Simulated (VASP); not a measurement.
# BaF2 (Fm-3m) in VASP: elastic constants with r2SCAN

Aim: the elastic constants of BaF2 with r2SCAN.

Program: VASP 6.6.1. These are calculated values, not measurements. Logs are shortened: lines on timing, memory, paths and dates and some standing lists are left out, and cuts for length are marked.

### 1 The cell of the first run

Symmetry: Fm-3m, No. 225, cubic system. The conventional cell has a = 6.193 Å, b = 6.193 Å, c = 6.193 Å, α = 90.00°, β = 90.00°, γ = 90.00°. Ba (site symmetry m-3m) has 8 F at 2.68 Å within 3.5 Å. Within 3.5 Å of F (site symmetry -43m) lie 4 Ba at 2.68 Å and 6 F at 3.10 Å.

### 2 Elastic constants, r2SCAN

File INCAR:

```
SYSTEM = BaF2
PREC = Accurate ; ENCUT = 660
EDIFF = 1E-8 ; ISMEAR = 0
SIGMA = 0.01 ; LREAL = .False.
LASPH = .True. ; NELM = 120
ALGO = Normal ; ISIF = 3
LWAVE = .False. ; LCHARG = .False.
METAGGA = R2SCAN ; LMIXTAU = .True.
NBANDS = 19 ; IBRION = 6
NFREE = 2 ; POTIM = 0.015
NSW = 1 ; GGA_COMPAT = .False.
KPAR = 4
```

File KPOINTS:

```
regular mesh
0
Gamma
  6 6 6
  0 0 0
```

File POSCAR:

```
BaF2
1.0
    0.0000000000      3.0963000000      3.0963000000
    3.0963000000      0.0000000000      3.0963000000
    3.0963000000      3.0963000000      0.0000000000
Ba F
1 2
Direct
    0.0000000000      0.0000000000      0.0000000000
    0.2500000000      0.2500000000      0.2500000000
    0.7500000000      0.7500000000      0.7500000000
```

Potentials or basis: VASP PAW PBE potentials, release 64 (Ba_sv, F).

Command:

```console
$ cat potpaw_PBE.64/Ba_sv/POTCAR potpaw_PBE.64/F/POTCAR > POTCAR
$ mpirun -np 4 vasp_std > vasp.out
```

OUTCAR:

```text
SYSTEM = BaF2
   PREC = Accurate
   ENCUT = 660
   EDIFF = 1E-8
   ISMEAR = 0
   LREAL = .False.
   LASPH = .True.
   NELM = 120
   ISIF = 3
   METAGGA = R2SCAN
   IBRION = 6
   NFREE = 2
   POTIM = 0.015
   NSW = 1

 ion  position               nearest neighbor table
   1  0.000  0.000  0.000-   2 2.68   3 2.68   3 2.68   3 2.68   3 2.68   2 2.68   2 2.68   2 2.68

   2  0.250  0.250  0.250-   1 2.68   1 2.68   1 2.68   1 2.68
   3  0.750  0.750  0.750-   1 2.68   1 2.68   1 2.68   1 2.68

  LATTYP: Found a face centered cubic cell.
 ALAT       =     6.1926000000

  Lattice vectors:

 A1 = (   0.0000000000,   3.0963000000,   3.0963000000)
 A2 = (   3.0963000000,   0.0000000000,   3.0963000000)
 A3 = (   3.0963000000,   3.0963000000,   0.0000000000)

Analysis of symmetry for initial positions (statically):
=====================================================================
 Subroutine PRICEL returns:
 Original cell was already a primitive cell.

 Routine SETGRP: Setting up the symmetry group for a
 face centered cubic supercell.

 Subroutine GETGRP returns: Found 48 space group operations
 (whereof 48 operations were pure point group operations)
 out of a pool of 48 trial point group operations.

The static configuration has the point symmetry O_h .

Analysis of symmetry for dynamics (positions and initial velocities):
=====================================================================
 Subroutine PRICEL returns:
 Original cell was already a primitive cell.

 Routine SETGRP: Setting up the symmetry group for a
 face centered cubic supercell.

 Subroutine GETGRP returns: Found 48 space group operations
 (whereof 48 operations were pure point group operations)
 out of a pool of 48 trial point group operations.

The dynamic configuration has the point symmetry O_h .

 Subroutine INISYM returns: Found 48 space group operations
 (whereof 48 operations are pure point group operations),
 and found     1 'primitive' translations

----------------------------------------------------------------------------------------

                                     Primitive cell

  volume of cell :      59.3689

  direct lattice vectors                    reciprocal lattice vectors
     0.000000000  3.096300000  3.096300000    -0.161483060  0.161483060  0.161483060
     3.096300000  0.000000000  3.096300000     0.161483060 -0.161483060  0.161483060
     3.096300000  3.096300000  0.000000000     0.161483060  0.161483060 -0.161483060

  length of vectors
     4.378829453  4.378829453  4.378829453     0.279696865  0.279696865  0.279696865

  position of ions in fractional coordinates (direct lattice)
     0.000000000  0.000000000  0.000000000
     0.250000000  0.250000000  0.250000000
     0.750000000  0.750000000  0.750000000

  ion indices of the primitive-cell ions
   primitive index   ion index
                 1           1
                 2           2
                 3           3

----------------------------------------------------------------------------------------

 KPOINTS: regular mesh

Automatic generation of k-mesh.
 Grid dimensions read from file:
[... 95 lines left out ...]

--------------------------------------- Ionic step        1  -------------------------------------------

 number of electron      24.0000002 magnetization

 Free energy of the ion-electron system (eV)
  ---------------------------------------------------
  ext. energy  EPLUGINS =         0.00000000
  ---------------------------------------------------
  free energy    TOTEN  =       -45.06696054 eV

  energy without entropy =      -45.06696054  energy(sigma->0) =      -45.06696054

------------------------ aborting loop because EDIFF is reached ----------------------------------------

  FORCE on cell =-STRESS in cart. coord.  units (eV):
  Direction    XX          YY          ZZ          XY          YZ          ZX
  --------------------------------------------------------------------------------------
  -------------------------------------------------------------------------------------
  Total        0.3579974      0.3579974      0.3579974      0.0000000     -0.0000000      0.0000000
  in kB        9.6612063      9.6612063      9.6612063      0.0000000     -0.0000000      0.0000000
  external PRESSURE =       9.6612063 kB  Pullay stress =       0.0000000 kB
[... 92 lines left out ...]
  FREE ENERGIE OF THE ION-ELECTRON SYSTEM (eV)
  ---------------------------------------------------
  free  energy   TOTEN  =       -45.0574662146 eV

  energy  without entropy=      -45.0574662146  energy(sigma->0) =      -45.05746621

[... ionic steps 4 to 14 ...]

--------------------------------------- Ionic step       15  -------------------------------------------

 number of electron      24.0000002 magnetization

------------------------ aborting loop because EDIFF is reached ----------------------------------------
[... 69 lines left out ...]
--------------------------------------- Ionic step       17  -------------------------------------------

 number of electron      24.0000001 magnetization

 Free energy of the ion-electron system (eV)
  ---------------------------------------------------
  ext. energy  EPLUGINS =         0.00000000
  ---------------------------------------------------
  free energy    TOTEN  =       -45.06658736 eV

  energy without entropy =      -45.06658736  energy(sigma->0) =      -45.06658736

 E-fermi :  -2.5450     XC(G=0):  -9.2600

 val. band max:       -2.5931710380   @ k =   0.0000  -0.1667   0.1667
 cond. band min:       4.7686336855   @ k =   0.0000   0.0000   0.0000
 fundamental gap:      7.3618047235
 Fermi energy:        -2.5450118448

 k-point     1 :       0.0000    0.0000    0.0000
  band No.  band energies     occupation
      1     -26.2116      2.00000
      2     -22.6721      2.00000
      3     -22.5312      2.00000
      4     -10.5525      2.00000
      5     -10.5510      2.00000
      6     -10.5498      2.00000
[... 505 lines left out ...]
      6     -10.6325      2.00000
[... 11 lines left out ...]
     18      10.1875      0.00000
     19      12.2918      0.00000

 [... further k-points ...]
[... 5 lines left out ...]
  --------------------------------------------------------------------------------------
  -------------------------------------------------------------------------------------
  Total        0.3605236      0.3607417      0.3607417      0.0000000      0.0527272      0.0000000
  in kB        9.7293806      9.7352668      9.7352668      0.0000000      1.4229383      0.0000000
  external PRESSURE =       9.7333048 kB  Pullay stress =       0.0000000 kB
[... 18 lines left out ...]
  FREE ENERGIE OF THE ION-ELECTRON SYSTEM (eV)
  ---------------------------------------------------
  free  energy   TOTEN  =       -45.0665873624 eV

  energy  without entropy=      -45.0665873624  energy(sigma->0) =      -45.06658736

 INTERNAL STRAIN TENSORS FROM STRAINED CELLS
 ============================================

 INTERNAL STRAIN TENSOR FOR ION    1 for displacements in x,y,z  (eV/Angst):
          X           Y           Z          XY          YZ          ZX
  --------------------------------------------------------------------------------
  x    -0.00000     0.00000    -0.00000     0.00000     0.00000     0.00000
  y     0.00000     0.00000    -0.00000     0.00000     0.00000    -0.00000
  z    -0.00000    -0.00000    -0.00000    -0.00000    -0.00000     0.00000

 INTERNAL STRAIN TENSORS FROM DISPLACED ATOMS
 ============================================

 INTERNAL STRAIN TENSOR FOR ION    1 for displacements in x,y,z  (eV/Angst):
          X           Y           Z          XY          YZ          ZX
  --------------------------------------------------------------------------------
  x     0.00000     0.00000     0.00000     0.00000     0.00000     0.00000
  y     0.00000     0.00000     0.00000     0.00000     0.00000     0.00000
  z     0.00000     0.00000     0.00000     0.00000     0.00000     0.00000

 INTERNAL STRAIN TENSOR FOR ION    3 for displacements in x,y,z  (eV/Angst):
          X           Y           Z          XY          YZ          ZX
  --------------------------------------------------------------------------------
  x     0.00000     0.00000     0.00000     0.00000     3.51456    -0.00000
  y     0.00000     0.00000     0.00000    -0.00000     0.00000     3.51456
  z     0.00000     0.00000     0.00000     3.51456     0.00000     0.00000

 Eigenvectors and eigenvalues of the dynamical matrix
 ----------------------------------------------------

   1 f  =    7.622684 THz    47.894734 2PiTHz  254.265357 cm-1    31.524872 meV
             X         Y         Z           dx          dy          dz
      0.000000  0.000000  0.000000    -0.000000   -0.000000   -0.000000
      1.548150  1.548150  1.548150    -0.000000   -0.000000    0.707107
      4.644450  4.644450  4.644450     0.000000    0.000000   -0.707107
[... 43 lines left out ...]
   9 f/i=    0.010164 THz     0.063859 2PiTHz    0.339018 cm-1     0.042033 meV
             X         Y         Z           dx          dy          dz
      0.000000  0.000000  0.000000     0.884227   -0.053161   -0.000000
      1.548150  1.548150  1.548150     0.327522   -0.019691   -0.000000
      4.644450  4.644450  4.644450     0.327522   -0.019691   -0.000000

--------------------------------------------------------------------------------------------------------

 ELASTIC MODULI CONTR FROM IONIC RELAXATION (kBar)
 Direction    XX          YY          ZZ          XY          YZ          ZX
 --------------------------------------------------------------------------------
 XX          -0.0000     -0.0000     -0.0000     -0.0000     -0.0000     -0.0000
 YY          -0.0000     -0.0000     -0.0000     -0.0000     -0.0000     -0.0000
 ZZ          -0.0000     -0.0000     -0.0000     -0.0000     -0.0000     -0.0000
 XY          -0.0000     -0.0000     -0.0000   -147.6050     -0.0000      0.0000
 YZ          -0.0000     -0.0000     -0.0000     -0.0000   -147.6050     -0.0000
 ZX          -0.0000     -0.0000     -0.0000      0.0000     -0.0000   -147.6050
 --------------------------------------------------------------------------------

 TOTAL ELASTIC MODULI (kBar)
 Direction    XX          YY          ZZ          XY          YZ          ZX
 --------------------------------------------------------------------------------
 XX         970.4034    495.6079    495.6079     -0.0000     -0.0000      0.0000
 YY         495.6079    970.4034    495.6079     -0.0000     -0.0000      0.0000
 ZZ         495.6079    495.6079    970.4034     -0.0000     -0.0000      0.0000
 XY          -0.0000     -0.0000     -0.0000    272.4870     -0.0000      0.0000
 YZ          -0.0000     -0.0000     -0.0000     -0.0000    272.4870     -0.0000
 ZX           0.0000      0.0000      0.0000      0.0000     -0.0000    272.4870
 --------------------------------------------------------------------------------
```

Run time: 23 min. Hardware: 4 MPI ranks of Intel Xeon Platinum 8259CL at 2.50GHz (Skylake/Cascade Lake), shared host; peak memory 0.41 GiB.

What came out:

```
Elastic constants C11, C12, C44                         : 97, 50, 27 GPa
Voigt bulk modulus                                      : 65 GPa
Highest phonon frequency at Γ, LO-TO splitting left out : 254 cm⁻¹
```

Phonon frequencies in cm⁻¹ (negative: imaginary):
```
              q point                    frequencies
(0.000, 0.000, 0.000)  0 0 0 199 199 199 254 254 254
```

Elastic tensor in Voigt notation (GPa, in the Cartesian axes of the cell as first typed):
```
97 50 50  0  0  0
50 97 50  0  0  0
50 50 97  0  0  0
 0  0  0 27  0  0
 0  0  0  0 27  0
 0  0  0  0  0 27
```

Clamped-ion elastic tensor (GPa):
```
97 50 50  0  0  0
50 97 50  0  0  0
50 50 97  0  0  0
 0  0  0 42  0  0
 0  0  0  0 42  0
 0  0  0  0  0 42
```

Caveat: the PAW data sets were made with another functional, which shifts forces and pressure a little; spin-orbit coupling is left out, which moves the levels of the heavy elements.
